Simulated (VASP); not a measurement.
# BaCu3 (Pm-3m) in VASP: further runs

BaCu3 is run at these levels: PBEsol; tasks: single point.

Everything below comes from runs of VASP 6.6.1. Logs are shortened: lines on timing, memory, paths and dates and some standing lists are left out, and cuts for length are marked.

### Step 1. The cell of the first run

The structure is cubic, space group Pm-3m (No. 221). The conventional cell has a = 4.357 Å, b = 4.357 Å, c = 4.357 Å, α = 90.00°, β = 90.00°, γ = 90.00°. Ba (site symmetry m-3m) has 12 Cu at 3.08 Å within 4.1 Å. Within 4.1 Å of Cu (site symmetry 4/mmm) lie 4 Ba at 3.08 Å and 8 Cu at 3.08 Å.

### Step 2. Single point, PBEsol

INCAR reads:

```
PREC = Accurate
ENCUT = 520
EDIFF = 1E-6
ISMEAR = 0
SIGMA = 0.05
LREAL = F
LASPH = T
NELM = 80
ALGO = Normal
ISIF = 2
LWAVE = F
LCHARG = T
GGA = PS
LELF = T
LVHAR = T
NBANDS = 30
```

KPOINTS reads:

```
Automatic mesh
0
Gamma
  8 8 8
```

POSCAR reads:

```
BaCu3
1.0
    4.3573061931      0.0000000000      0.0000000000
    0.0000000000      4.3573061931      0.0000000000
    0.0000000000      0.0000000000      4.3573061931
Ba Cu
1 3
Direct
    0.0000000000      0.0000000000      0.0000000000
    0.0000000000      0.5000000000      0.5000000000
    0.5000000000      0.5000000000      0.0000000000
    0.5000000000      0.0000000000      0.5000000000
```

Potentials or basis: VASP PAW PBE potentials, release 64 (Ba_sv, Cu).

The run is started by

```
cat potpaw_PBE.64/Ba_sv/POTCAR potpaw_PBE.64/Cu/POTCAR > POTCAR
mpirun -np 1 vasp_std > vasp.out
```

OUTCAR:

```text
PREC = Accurate
   ENCUT = 520
   EDIFF = 1E-6
   ISMEAR = 0
   LREAL = F
   LASPH = T
   NELM = 80
   ISIF = 2
   GGA = PS

 ion  position               nearest neighbor table
   1  0.000  0.000  0.000-   2 3.08   3 3.08   4 3.08   2 3.08   4 3.08   2 3.08   3 3.08   2 3.08
                             3 3.08   4 3.08   4 3.08   3 3.08
   2  0.000  0.500  0.500-   1 3.08   1 3.08   1 3.08   1 3.08
   3  0.500  0.500  0.000-   1 3.08   1 3.08   1 3.08   1 3.08
   4  0.500  0.000  0.500-   1 3.08   1 3.08   1 3.08   1 3.08

  LATTYP: Found a simple cubic cell.
 ALAT       =     4.3573061931

  Lattice vectors:

 A1 = (   4.3573061931,   0.0000000000,   0.0000000000)
 A2 = (   0.0000000000,   4.3573061931,   0.0000000000)
 A3 = (   0.0000000000,   0.0000000000,   4.3573061931)

Analysis of symmetry for initial positions (statically):
=====================================================================
 Subroutine PRICEL returns:
 Original cell was already a primitive cell.

 Routine SETGRP: Setting up the symmetry group for a
 simple cubic supercell.

 Subroutine GETGRP returns: Found 48 space group operations
 (whereof 48 operations were pure point group operations)
 out of a pool of 48 trial point group operations.

The static configuration has the point symmetry O_h .

Analysis of symmetry for dynamics (positions and initial velocities):
=====================================================================
 Subroutine PRICEL returns:
 Original cell was already a primitive cell.

 Routine SETGRP: Setting up the symmetry group for a
 simple cubic supercell.

 Subroutine GETGRP returns: Found 48 space group operations
 (whereof 48 operations were pure point group operations)
 out of a pool of 48 trial point group operations.

The dynamic configuration has the point symmetry O_h .

 Subroutine INISYM returns: Found 48 space group operations
 (whereof 48 operations are pure point group operations),
 and found     1 'primitive' translations

----------------------------------------------------------------------------------------

                                     Primitive cell

  volume of cell :      82.7283

  direct lattice vectors                    reciprocal lattice vectors
     4.357306193  0.000000000  0.000000000     0.229499593  0.000000000  0.000000000
     0.000000000  4.357306193  0.000000000     0.000000000  0.229499593  0.000000000
     0.000000000  0.000000000  4.357306193     0.000000000  0.000000000  0.229499593

  length of vectors
     4.357306193  4.357306193  4.357306193     0.229499593  0.229499593  0.229499593

  position of ions in fractional coordinates (direct lattice)
     0.000000000  0.000000000  0.000000000
     0.000000000  0.500000000  0.500000000
     0.500000000  0.500000000  0.000000000
     0.500000000  0.000000000  0.500000000

  ion indices of the primitive-cell ions
   primitive index   ion index
                 1           1
                 2           2
                 3           3
                 4           4

----------------------------------------------------------------------------------------

 KPOINTS: Automatic mesh

Automatic generation of k-mesh.
 Grid dimensions read from file:
 generate k-points for:    8    8    8

 Generating k-lattice:

  Cartesian coordinates                     Fractional coordinates (reciprocal lattice)
     0.028687449  0.000000000  0.000000000     0.125000000  0.000000000  0.000000000
     0.000000000  0.028687449  0.000000000     0.000000000  0.125000000  0.000000000
     0.000000000  0.000000000  0.028687449     0.000000000  0.000000000  0.125000000

  Length of vectors
     0.028687449  0.028687449  0.028687449

  Shift w.r.t. Gamma in fractional coordinates (k-lattice)
     0.000000000  0.000000000  0.000000000

 Subroutine IBZKPT returns following result:
 ===========================================

 Found     35 irreducible k-points:

 Following reciprocal coordinates:
            Coordinates               Weight
  0.000000  0.000000  0.000000      1.000000
  0.125000  0.000000  0.000000      6.000000
  0.250000  0.000000  0.000000      6.000000
  0.375000  0.000000  0.000000      6.000000
  0.500000  0.000000  0.000000      3.000000
  0.125000  0.125000  0.000000     12.000000
[... 16 lines left out ...]
  0.375000  0.375000  0.125000     24.000000
  0.500000  0.375000  0.125000     24.000000
 [... further k-points ...]
   k-points           NKPTS =     35   k-points in BZ     NKDIM =     35   number of bands    NBANDS=     30
   number of dos      NEDOS =    301   number of ions     NIONS =      4
   total plane-waves  NPLWV =  32768
   dimension x,y,z NGX =    32 NGY =   32 NGZ =   32
   dimension x,y,z NGXF=    64 NGYF=   64 NGZF=   64
   ions per type =               1   3
   NGX,Y,Z   is equivalent  to a cutoff of  12.21, 12.21, 12.21 a.u.
   NGXF,Y,Z  is equivalent  to a cutoff of  24.42, 24.42, 24.42 a.u.
 SYSTEM =  unknown system
   PREC   = accura    normal or accurate (medium, high low for compatibility)
   ISTART =      0    job   : 0-new  1-cont  2-samecut
   ICHARG =      2    charge: 1-file 2-atom 10-const
   ISPIN  =      1    spin polarized calculation?
   LNONCOLLINEAR =      F non collinear calculations
   LSORBIT =      F    spin-orbit coupling
   LASPH  =      T    aspherical Exc in radial PAW
   ENCUT  =  520.0 eV  38.22 Ry    6.18 a.u.   8.10  8.10  8.10*2*pi/ulx,y,z
   NELM   =     80;   NELMIN=  2; NELMDL= -5     # of ELM steps
   EDIFF  = 0.1E-05   stopping-criterion for ELM
   LREAL  =      F    real-space projection
   EDIFFG = 0.1E-04   stopping-criterion for IOM
   NSW    =      0    number of steps for IOM
   IBRION =     -1    ionic relax: 0-MD 1-quasi-New 2-CG
   NFREE  =      0    steps in history (QN), initial steepest desc. (CG)
   ISIF   =      2    stress and relaxation
   ISYM   =      2    0-nonsym 1-usesym 2-fastsym
   POTIM  = 0.5000    time-step for ionic-motion
   TEBEG  =    0.0;   TEEND  =   0.0 temperature during run
   PSTRESS=    0.0 pullay stress
   NELECT =      43.0000    total number of electrons
   NUPDOWN=      -1.0000    fix difference up-down
   EMIN   =  10.00;   EMAX   =-10.00  energy-range for DOS
   EFERMI =   0.00;   METHOD = LEGACY
   ISMEAR =     0;   SIGMA  =   0.05  broadening in eV -4-tet -1-fermi 0-gaus
   EFERMI_NEDOS =   21; number of points for ismear=-14 and -15
   IALGO  =     38    algorithm
   IMIX   =      4    mixing-type and parameters
     AMIX     =   0.40;   BMIX     =  1.00
     AMIX_MAG =   1.60;   BMIX_MAG =  1.00
  volume/ion in A,a.u.               =      20.68       139.57
  Fermi-wavevector in a.u.,A,eV,Ry     =   1.316274  2.487397 23.573137  1.732577
  Thomas-Fermi vector in A             =   2.446397
   LORBIT       =      0    0 simple, 1 ext, 2 COOP (PROOUT), +10 PAW based schemes
   GGA     = PS    functional components
   LHFCALC =     F    Hartree Fock is set to
   AEXX    =    0.0000 exact exchange contribution
   IVDW    =     0    specifies the selected vdW correction
   LEPSILON=     F    determine dielectric tensor
   LRPA    =     F    only Hartree local field effects (RPA)
 non-spin polarized calculation
 Gauss-broadening in eV      SIGMA  =   0.05
  energy-cutoff  :      520.00
  volume of cell :       82.73
 maximum number of plane-waves:      2272
   NGX = 17   NGY = 17   NGZ = 17

 number of electron      42.9999893 magnetization

 Free energy of the ion-electron system (eV)
  ---------------------------------------------------
  ext. energy  EPLUGINS =         0.00000000
  ---------------------------------------------------
  free energy    TOTEN  =       -12.56589600 eV

  energy without entropy =      -12.56156357  energy(sigma->0) =      -12.56372979

 E-fermi :   4.0202     XC(G=0): -10.5739

 val. band max:        4.0105225108   @ k =   0.2500   0.2500   0.2500
 cond. band min:       4.0269110758   @ k =   0.3750   0.2500   0.1250
 fundamental gap:      0.0163885651
 Fermi energy:         4.0201872564

 k-point     1 :       0.0000    0.0000    0.0000
  band No.  band energies     occupation
      1     -23.1608      2.00000
      2      -8.4425      2.00000
      3      -8.4425      2.00000
      4      -8.4425      2.00000
      5      -1.7382      2.00000
      6       0.4252      2.00000
[... 22 lines left out ...]
     29      11.0826      0.00000
     30      11.0826      0.00000

 k-point     2 :       0.1250    0.0000    0.0000
  band No.  band energies     occupation
      1     -23.1566      2.00000
      2      -8.5358      2.00000
      3      -8.4394      2.00000
      4      -8.4394      2.00000
      5      -1.5419      2.00000
      6       0.4920      2.00000
[... 22 lines left out ...]
     29       9.8724      0.00000
     30      11.8736      0.00000

 k-point     3 :       0.2500    0.0000    0.0000
  band No.  band energies     occupation
      1     -23.1464      2.00000
      2      -8.7469      2.00000
      3      -8.4322      2.00000
      4      -8.4322      2.00000
      5      -1.0183      2.00000
      6       0.6721      2.00000
[... 22 lines left out ...]
     29       9.3665      0.00000
     30      12.2283      0.00000

 k-point     4 :       0.3750    0.0000    0.0000
  band No.  band energies     occupation
      1     -23.1361      2.00000
      2      -8.9413      2.00000
      3      -8.4249      2.00000
      4      -8.4249      2.00000
      5      -0.2932      2.00000
      6       0.8502      2.00000
[... 22 lines left out ...]
     29       9.5743      0.00000
     30      11.8468      0.00000

 k-point     5 :       0.5000    0.0000    0.0000
  band No.  band energies     occupation
      1     -23.1319      2.00000
      2      -9.0177      2.00000
      3      -8.4218      2.00000
      4      -8.4218      2.00000
      5       0.4483      2.00000
      6       0.5018      2.00000
[... 22 lines left out ...]
     29       9.8272      0.00000
     30      10.7511      0.00000
[... 526 lines left out ...]
     29      10.4274      0.00000
     30      11.9993      0.00000

 k-point    22 :       0.5000    0.2500    0.1250
  band No.  band energies     occupation
      1     -23.1159      2.00000
      2      -8.9400      2.00000
      3      -8.6595      2.00000
      4      -8.4753      2.00000
      5       0.5657      2.00000
      6       0.9133      2.00000
[... 22 lines left out ...]
     29       9.8259      0.00000
     30      11.9658      0.00000

 k-point    23 :       0.3750    0.3750    0.1250
  band No.  band energies     occupation
      1     -23.1108      2.00000
      2      -8.8458      2.00000
      3      -8.8182      2.00000
      4      -8.4683      2.00000
      5       0.4212      2.00000
      6       0.9754      2.00000
[... 22 lines left out ...]
     29      11.6344      0.00000
     30      11.6859      0.00000

 k-point    24 :       0.5000    0.3750    0.1250
  band No.  band energies     occupation
      1     -23.1071      2.00000
      2      -8.8962      2.00000
      3      -8.8155      2.00000
      4      -8.4630      2.00000
      5       0.5119      2.00000
      6       1.0178      2.00000
[... 22 lines left out ...]
     29      10.7003      0.00000
     30      11.6245      0.00000

 [... further k-points ...]
[... 5 lines left out ...]
  --------------------------------------------------------------------------------------
  -------------------------------------------------------------------------------------
  Total       -0.1669523     -0.1669523     -0.1669523     -0.0000000      0.0000000     -0.0000000
  in kB       -3.2333213     -3.2333213     -3.2333213     -0.0000000      0.0000000     -0.0000000
  external PRESSURE =      -3.2333213 kB  Pullay stress =       0.0000000 kB

 VOLUME and BASIS-vectors are now :
 -----------------------------------------------------------------------------
  energy-cutoff  :      520.00
  volume of cell :       82.73
      direct lattice vectors                 reciprocal lattice vectors
     4.357306193  0.000000000  0.000000000     0.229499593  0.000000000  0.000000000
     0.000000000  4.357306193  0.000000000     0.000000000  0.229499593  0.000000000
     0.000000000  0.000000000  4.357306193     0.000000000  0.000000000  0.229499593

 POSITION                                       TOTAL-FORCE (eV/Angst)
 -----------------------------------------------------------------------------------
      0.00000      0.00000      0.00000         0.000000      0.000000      0.000000
      0.00000      2.17865      2.17865         0.000000      0.000000      0.000000
      2.17865      2.17865      0.00000         0.000000      0.000000      0.000000
      2.17865      0.00000      2.17865         0.000000      0.000000      0.000000
 -----------------------------------------------------------------------------------
    total drift:                                0.000000     -0.000000     -0.000000

  FREE ENERGIE OF THE ION-ELECTRON SYSTEM (eV)
  ---------------------------------------------------
  free  energy   TOTEN  =       -12.5658960043 eV

  energy  without entropy=      -12.5615635719  energy(sigma->0) =      -12.56372979
```

Run time: 39 s. Hardware: 1 thread of Intel Xeon 6975P-C (Granite Rapids), shared host; peak memory 0.22 GiB.

Results:

- Free energy: -12.5659 eV
- Pressure: -0.3 GPa

Caveat: the PAW data sets were made with another functional, which shifts forces and pressure a little; spin-orbit coupling is left out, which moves the levels of the heavy elements.

### Step 3. Single point, PBEsol

This run uses another cell than the first one, of 20.92 Å³/atom, 1.012 times its volume.

INCAR reads:

```
SYSTEM = BaCu3
ALGO = Fast
EDIFF = 1E-7
ENCUT = 520
GGA = PS
ISIF = 2
ISMEAR = 0
LASPH = .TRUE.
LCHARG = .TRUE.
LELF = .TRUE.
LREAL = .FALSE.
LVHAR = .TRUE.
LWAVE = .FALSE.
NBANDS = 30
NELM = 80
PREC = Accurate
SIGMA = 0.05
```

KPOINTS reads:

```
k-points
0
G
  8 8 8
  0 0 0
```

POSCAR reads:

```
BaCu3
1.0
    4.3741598387      0.0000000000      0.0000000000
    0.0000000000      4.3741598387      0.0000000000
    0.0000000000      0.0000000000      4.3741598387
Ba Cu
1 3
Direct
    0.0000000000      0.0000000000      0.0000000000
    0.0000000000      0.5000000000      0.5000000000
    0.5000000000      0.5000000000      0.0000000000
    0.5000000000      0.0000000000      0.5000000000
```

Potentials or basis: VASP PAW PBE potentials, release 64 (Ba_sv, Cu).

The run is started by

```
cat potpaw_PBE.64/Ba_sv/POTCAR potpaw_PBE.64/Cu/POTCAR > POTCAR
mpirun -np 1 vasp_std > vasp.out
```

Run time: 98 s. Hardware: 1 thread of Intel Xeon 6975P-C (Granite Rapids), shared host; peak memory 0.25 GiB.

The run converged. Its results:

- Free energy: -12.5633 eV
- Pressure: -0.7 GPa

Levels at points of the mesh, in eV from the Fermi level:
```tsv
k point	band 19	band 20	band 21	band 22	band 23	band 24	band 25	band 26
(0.00, 0.00, 0.00)	-1.78	-1.78	0.80	0.80	2.52	2.52	2.52	5.30
(0.50, 0.00, 0.00)	-2.01	-1.98	-1.78	1.19	1.19	1.19	3.04	5.33
(0.50, 0.50, 0.00)	-2.12	-2.08	-0.87	-0.20	-0.20	2.17	2.17	5.17
(0.50, 0.50, 0.50)	-1.90	-0.43	-0.41	-0.41	-0.41	2.29	2.29	2.29
```

Caveat: the PAW data sets were made with another functional, which shifts forces and pressure a little; spin-orbit coupling is left out, which moves the levels of the heavy elements.

### Step 4. Single point, PBEsol (volume scaled by 1.040)

INCAR reads:

```
ALGO = Normal
EDIFF = 1E-6
ENCUT = 520
GGA = PS
ISIF = 2
ISMEAR = 0
LASPH = T
LCHARG = F
LREAL = F
LWAVE = F
NBANDS = 30
NELM = 60
PREC = Accurate
SIGMA = 0.05
```

KPOINTS reads:

```
k-points
0
Gamma
  8 8 8
```

POSCAR reads:

```
BaCu3
1.0
    4.3657023859      0.0000000000      0.0000000000
    0.0000000000      4.3657023859      0.0000000000
    0.0000000000      0.0000000000      4.3657023859
Ba Cu
1 3
Direct
    0.0000000000      0.0000000000      0.0000000000
    0.0000000000      0.5000000000      0.5000000000
    0.5000000000      0.5000000000      0.0000000000
    0.5000000000      0.0000000000      0.5000000000
```

The run is started by

```
cat potpaw_PBE.64/Ba_sv/POTCAR potpaw_PBE.64/Cu/POTCAR > POTCAR
mpirun -np 1 vasp_std > vasp.out
```

Run time: 33 s. Hardware: 1 thread of Intel Xeon 6975P-C (Granite Rapids), shared host; peak memory 0.22 GiB.

Results (log left out):

* Free energy: -12.5649 eV
* Pressure: -0.6 GPa

Levels at points of the mesh, in eV from the Fermi level:
```
           k point  band 20  band 21  band 22  band 23  band 24  band 25
(0.00, 0.00, 0.00)    -1.79     0.80     0.80     2.52     2.52     2.52
(0.50, 0.00, 0.00)    -1.99    -1.79     1.18     1.19     1.19     3.06
(0.50, 0.50, 0.00)    -2.10    -0.88    -0.19    -0.19     2.17     2.17
(0.50, 0.50, 0.50)    -0.45    -0.41    -0.41    -0.41     2.31     2.31
```

Caveat: the cell differs from its parent crystal (volume scaled by 1.040); the PAW data sets were made with another functional, which shifts forces and pressure a little; spin-orbit coupling is left out, which moves the levels of the heavy elements.

### Step 5. Overview

| cell | gap on the mesh (eV) | pressure (GPa) |
| --- | --- | --- |
| a = 4.357 Å, 4 atoms | none | -0.3 |
| a = 4.374 Å, 4 atoms | none | -0.7 |
| a = 4.366 Å, 4 atoms | none | -0.6 |

Alike in all rows: task single point; level PBEsol; potentials or basis VASP PAW PBE potentials, release 64 (Ba_sv, Cu); no spin polarisation; k mesh 8 × 8 × 8; cutoff (eV) 520; smearing gaussian 0.05 eV.

Caveats: the PAW data sets were made with another functional, which shifts forces and pressure a little; spin-orbit coupling is left out, which moves the levels of the heavy elements.

Absolute energies hang on the potentials; compare differences alone.
